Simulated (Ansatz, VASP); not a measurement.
**Two plane-wave programs on ZnPbF**

```
Zn Pb F
1.0
     3.58643    0.00000    0.00000
     0.00000    3.80871    0.00000
     0.00000    0.00000    9.18547
Zn Pb F
2 2 2
Cartesian
  0.0000 1.9044 1.2188
  1.7932 0.0000 7.9667
  0.0000 0.0000 3.4515
  1.7932 1.9044 5.7340
  0.0000 0.0000 9.1178
  1.7932 1.9044 0.0677
```

Alike in both runs: task single point; functional PBE; k mesh 12 × 10 × 4; occupations gaussian, width 0.1 eV; no spin polarisation.

|  | VASP | Ansatz |
| --- | --- | --- |
| version | VASP 6.6.1 | Ansatz 0.2.0 |
| potentials or method | VASP PAW PBE potentials, release 64 (Zn, Pb_d, F), cutoff 520 eV | scalar-relativistic, plane waves, PAW |
| valence electrons in the cell | 66 | 66 |

|  | VASP | Ansatz | Ansatz less VASP |
| --- | --- | --- | --- |
| gap on the k mesh at the Fermi level (eV) | none | none | - |
| pressure (GPa) | 0.0 | 0.0 | -0.02 |
| traceless stress, the component that is largest in VASP (GPa) | -0.09 | -0.01 | +0.076 |
| rms of the force components (eV/Å) | 0.016 | 0.000 | -0.0156 |

Atom by atom the forces differ by 0.016 eV/Å (rms over components). A gap of «none» marks a metal or a gap that the smearing closes.

Neither program's run includes spin-orbit coupling.
